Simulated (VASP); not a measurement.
# Al6N7 (a cell with a defect) in VASP: relaxation of the atoms with PBE

Aim: the relaxation of the atoms of Al6N7 (a cell with a defect) with PBE.

Program: VASP 6.6.1. These are calculated values, not measurements. Logs are shortened: lines on timing, memory, paths and dates and some standing lists are left out, and cuts for length are marked.

## Step 1: The cell of the first run

The cell holds a defect, 13 atoms: a = 5.018 Å, b = 5.422 Å, c = 5.422 Å, α = 120.00°, β = 90.00°, γ = 90.00°.

## Step 2: Relaxation of the atoms, PBE, collinear spin (with an interstitial atom)

INCAR

```
SYSTEM = Al6N7
PREC = Accurate
ENCUT = 520
EDIFF = 1E-7
ISMEAR = 0
SIGMA = 0.01
LREAL = .FALSE.
LASPH = .TRUE.
NELM = 150
ALGO = Normal
ISIF = 2
LWAVE = .FALSE.
LCHARG = .FALSE.
ISPIN = 2
MAGMOM = 0.1 0.1 0.1 0.1 0.1 0.1 0 0 0 0.1 0.1 0.1 0.1
LORBIT = 11
GGA = PE
IBRION = 2
NSW = 65
EDIFFG = -0.025
```

KPOINTS

```
regular mesh
0
G
  2 2 2
  0 0 0
```

POSCAR

```
Al6N7
1.0
    0.0000000000      0.0000000000      5.0180433219
    4.6953126299     -2.7108400108      0.0000000000
    0.0000000000      5.4216800216      0.0000000000
Al N
6 7
Direct
    0.4992342259      0.3333333333      0.3333333333
    0.4992342259      0.0000000000      0.6666666667
    0.4992342259      0.6666666667      1.0000000000
    0.9992342259      0.0000000000      0.3333333333
    0.9992342259      0.6666666667      0.6666666667
    0.9992342259      0.3333333333      1.0000000000
    0.8807657741      0.3333333333      0.3333333333
    0.8807657741      0.0000000000      0.6666666667
    0.8807657741      0.6666666667      1.0000000000
    0.3807657741      0.0000000000      0.3333333333
    0.3807657741      0.6666666667      0.6666666667
    0.3807657741      0.3333333333      1.0000000000
    0.2083333333      0.0000000000      0.0000000000
```

Potentials or basis: VASP PAW PBE potentials, release 64 (Al, N).

Command:

```sh
cat potpaw_PBE.64/Al/POTCAR potpaw_PBE.64/N/POTCAR > POTCAR
mpirun -np 1 vasp_std > vasp.out
```

OUTCAR:

```text
SYSTEM = Al6N7
   PREC = Accurate
   ENCUT = 520
   EDIFF = 1E-7
   ISMEAR = 0
   LREAL = .FALSE.
   LASPH = .TRUE.
   NELM = 150
   ISIF = 2
   ISPIN = 2
   LORBIT = 11
   GGA = PE
   IBRION = 2
   NSW = 65
   EDIFFG = -0.025

 ion  position               nearest neighbor table
   1  0.499  0.333  0.333-  12 1.90  10 1.90  11 1.90   7 1.91  13 2.32   6 3.09   6 3.09   4 3.09
                             4 3.09   5 3.09   5 3.09   2 3.13   3 3.13   2 3.13   3 3.13   3 3.13
   2  0.499  0.000  0.667-  11 1.90  12 1.90  10 1.90   8 1.91  13 2.32   6 3.09   5 3.09   5 3.09
                             6 3.09   4 3.09   4 3.09   3 3.13   1 3.13   1 3.13   3 3.13   1 3.13
   3  0.499  0.667  0.000-  11 1.90  10 1.90  12 1.90   9 1.91  13 2.32   5 3.09   5 3.09   4 3.09
                             4 3.09   6 3.09   6 3.09   2 3.13   1 3.13   1 3.13   2 3.13   1 3.13
   4  0.999  0.000  0.333-   7 1.90   9 1.90   8 1.90  10 1.91  13 2.09   3 3.09   1 3.09   1 3.09
                             3 3.09   2 3.09   2 3.09   5 3.13   6 3.13   5 3.13   6 3.13   6 3.13
   5  0.999  0.667  0.667-   9 1.90   8 1.90   7 1.90  11 1.91  13 2.09   3 3.09   3 3.09   2 3.09
                             2 3.09   1 3.09   1 3.09   4 3.13   6 3.13   4 3.13   6 3.13   6 3.13
   6  0.999  0.333  0.000-   7 1.90   8 1.90   9 1.90  12 1.91  13 2.09   1 3.09   1 3.09   2 3.09
                             2 3.09   3 3.09   3 3.09   4 3.13   5 3.13   5 3.13   4 3.13   5 3.13
   7  0.881  0.333  0.333-   6 1.90   4 1.90   5 1.90   1 1.91
   8  0.881  0.000  0.667-   5 1.90   6 1.90   4 1.90   2 1.91
   9  0.881  0.667  0.000-   5 1.90   4 1.90   6 1.90   3 1.91
  10  0.381  0.000  0.333-   1 1.90   3 1.90   2 1.90   4 1.91
  11  0.381  0.667  0.667-   3 1.90   2 1.90   1 1.90   5 1.91
  12  0.381  0.333  0.000-   1 1.90   2 1.90   3 1.90   6 1.91
  13  0.208  0.000  0.000-   4 2.09   5 2.09   6 2.09   2 2.32   3 2.32   1 2.32

  LATTYP: Found a hexagonal cell.
 ALAT       =     5.4216800216
 C/A-ratio  =     0.9255513608

  Lattice vectors:

 A1 = (   4.6953126299,  -2.7108400108,   0.0000000000)
 A2 = (   0.0000000000,   5.4216800216,   0.0000000000)
 A3 = (   0.0000000000,   0.0000000000,   5.0180433219)

Analysis of symmetry for initial positions (statically):
=====================================================================
 Subroutine PRICEL returns:
 Original cell was already a primitive cell.

 Routine SETGRP: Setting up the symmetry group for a
 hexagonal supercell.

 Subroutine GETGRP returns: Found  6 space group operations
 (whereof  6 operations were pure point group operations)
 out of a pool of 24 trial point group operations.

The static configuration has the point symmetry C_3v.

Analysis of symmetry for dynamics (positions and initial velocities):
=====================================================================
 Subroutine PRICEL returns:
 Original cell was already a primitive cell.

 Routine SETGRP: Setting up the symmetry group for a
[... 172 lines left out ...]

------------------------ aborting loop because EDIFF is reached ----------------------------------------

  FORCE on cell =-STRESS in cart. coord.  units (eV):
  Direction    XX          YY          ZZ          XY          YZ          ZX
  --------------------------------------------------------------------------------------
  -------------------------------------------------------------------------------------
  Total       11.5054827     11.5054827      9.3747966     -0.0000000      0.0000000     -0.0000000
  in kB      144.3054129    144.3054129    117.5816729     -0.0000000      0.0000000     -0.0000000
  external PRESSURE =     135.3974996 kB  Pullay stress =       0.0000000 kB
[... 122 lines left out ...]
  FREE ENERGIE OF THE ION-ELECTRON SYSTEM (eV)
  ---------------------------------------------------
  free  energy   TOTEN  =       -89.6770329845 eV

  energy  without entropy=      -89.6760688450  energy(sigma->0) =      -89.67655091

[... ionic steps 4 to 13 ...]

--------------------------------------- Ionic step       14  -------------------------------------------

 number of electron      53.0000007 magnetization       0.0000000

 number of electron      53.0000007 magnetization      -0.0000000
[... 95 lines left out ...]
 number of electron      53.0000006 magnetization       0.0000000

 number of electron      53.0000006 magnetization      -0.0000000

 Free energy of the ion-electron system (eV)
  ---------------------------------------------------
  ext. energy  EPLUGINS =         0.00000000
  ---------------------------------------------------
  free energy    TOTEN  =       -90.07216569 eV

  energy without entropy =      -90.07216569  energy(sigma->0) =      -90.07216569

 E-fermi :   7.5325     XC(G=0): -11.1816

 val. band max:        7.4461349335   @ k =   0.5000   0.0000   0.0000
 cond. band min:       8.1315503686   @ k =   0.0000   0.0000   0.0000
 fundamental gap:      0.6854154351
 Fermi energy:         7.5325038244

 spin component 1

 k-point     1 :       0.0000    0.0000    0.0000
  band No.  band energies     occupation
      1      -9.6301      1.00000
      2      -6.7897      1.00000
      3      -6.5021      1.00000
      4      -6.5021      1.00000
      5      -6.3334      1.00000
      6      -6.3334      1.00000
[... 137 lines left out ...]
     33      13.8499      0.00000
     34      14.8147      0.00000
 Fermi energy:         7.5325038244

 spin component 2

 k-point     1 :       0.0000    0.0000    0.0000
  band No.  band energies     occupation
      1      -9.6301      1.00000
      2      -6.7897      1.00000
      3      -6.5021      1.00000
      4      -6.5021      1.00000
      5      -6.3334      1.00000
      6      -6.3334      1.00000
[... 177 lines left out ...]
  FREE ENERGIE OF THE ION-ELECTRON SYSTEM (eV)
  ---------------------------------------------------
  free  energy   TOTEN  =       -90.0721656862 eV

  energy  without entropy=      -90.0721656862  energy(sigma->0) =      -90.07216569

 reached required accuracy - stopping structural energy minimisation

 total charge

# of ion       s       p       d       tot
------------------------------------------
    1        0.375   0.449   0.000   0.825
    2        0.375   0.449   0.000   0.825
    3        0.375   0.449   0.000   0.825
    4        0.355   0.430   0.000   0.785
    5        0.355   0.430   0.000   0.785
    6        0.355   0.430   0.000   0.785
    7        1.244   2.588   0.000   3.832
    8        1.244   2.588   0.000   3.832
    9        1.244   2.588   0.000   3.832
   10        1.248   2.583   0.000   3.830
   11        1.248   2.583   0.000   3.830
   12        1.248   2.583   0.000   3.830
   13        1.353   2.356   0.000   3.709
--------------------------------------------------
tot         11.021  20.504   0.000  31.525

 magnetization (x)

# of ion       s       p       d       tot
------------------------------------------
    1        0.000   0.000   0.000   0.000
    2        0.000   0.000   0.000   0.000
    3        0.000   0.000   0.000   0.000
    4       -0.000  -0.000   0.000  -0.000
    5       -0.000  -0.000   0.000  -0.000
    6       -0.000  -0.000   0.000  -0.000
    7        0.000   0.000   0.000   0.000
    8        0.000   0.000   0.000   0.000
    9        0.000   0.000   0.000   0.000
   10        0.000   0.000   0.000   0.000
   11        0.000   0.000   0.000   0.000
   12        0.000   0.000   0.000   0.000
   13       -0.000   0.000   0.000   0.000
--------------------------------------------------
tot          0.000   0.000   0.000   0.000
```

Wall time 5.9 min (1 thread of Intel Xeon 6975P-C (Granite Rapids), shared host); peak memory 0.28 GiB.

Results:

| Quantity | Value |
| --- | --- |
| Free energy | -90.0722 eV |
| Energy gained by relaxing | 89.8 meV/atom |
| Ionic steps | 16 |
| Pressure after relaxing | 12.8 GPa |
| Largest force after relaxing | 0.017 eV/Å |
| Net moment | 0.00 μB per cell |
| Valence electrons inside the program's atomic spheres | Al 0.82, 0.79 (each value once); N 3.83, 3.71 (each value once) |

Forces on the atoms (eV/Å):
```
Al   0.006  0.004 -0.004
Al   0.000 -0.007 -0.004
Al  -0.006  0.004 -0.004
Al   0.000 -0.011 -0.013
Al   0.010  0.006 -0.013
Al  -0.010  0.006 -0.013
N    0.003  0.002  0.002
N    0.000 -0.004  0.002
N   -0.003  0.002  0.002
N    0.000  0.003  0.012
N   -0.003 -0.002  0.012
N    0.003 -0.002  0.012
N    0.000  0.000  0.008
```

The path:
| step | energy change (eV) | largest force (eV/Å) | pressure (GPa) |
| --- | --- | --- | --- |
| 1 | 0.0000 | 2.8387 | 13.54 |
| 2 | -0.7575 | 1.6056 | 12.25 |
| 3 | -0.7728 | 1.4158 | 12.18 |
| 4 | -0.9915 | 1.1823 | 11.30 |
| 5 | -0.9919 | 1.1718 | 11.30 |
| 6 | -1.0523 | 0.5389 | 11.45 |
| 7 | -1.0523 | 0.5274 | 11.46 |
| 8 | -1.1023 | 0.4324 | 11.66 |
| 9 | -1.1103 | 0.6330 | 11.83 |
| 10 | -1.1431 | 0.2804 | 12.13 |
| 11 | -1.1503 | 0.2886 | 12.37 |
| 12 | -1.1629 | 0.1595 | 12.61 |
| 13 | -1.1652 | 0.1887 | 12.78 |
| 14 | -1.1677 | 0.0391 | 12.78 |
| 15 | -1.1677 | 0.0338 | 12.78 |
| 16 | -1.1679 | 0.0170 | 12.80 |

Final structure:
```cif
data_structure
_symmetry_space_group_name_H-M 'P 1'
_symmetry_Int_Tables_number 1
_cell_length_a 5.0180
_cell_length_b 5.4217
_cell_length_c 5.4217
_cell_angle_alpha 120.000
_cell_angle_beta 90.000
_cell_angle_gamma 90.000
_cell_volume 127.74
loop_
_atom_site_label
_atom_site_type_symbol
_atom_site_fract_x
_atom_site_fract_y
_atom_site_fract_z
_atom_site_occupancy
Al1 Al 0.50290 0.32458 0.32458 1
Al2 Al 0.50290 0.00000 0.67542 1
Al3 Al 0.50290 0.67542 0.00000 1
Al4 Al 0.00180 0.00000 0.32616 1
Al5 Al 0.00180 0.67384 0.67384 1
Al6 Al 0.00180 0.32616 0.00000 1
N1 N 0.87329 0.34972 0.34972 1
N2 N 0.87329 0.00000 0.65028 1
N3 N 0.87329 0.65028 0.00000 1
N4 N 0.40226 0.00000 0.34531 1
N5 N 0.40226 0.65469 0.65469 1
N6 N 0.40226 0.34531 0.00000 1
N7 N 0.14757 0.00000 0.00000 1
```

Caveat: the k points lie up to 0.67 Å⁻¹ apart; the cell differs from its parent crystal (with an interstitial atom).
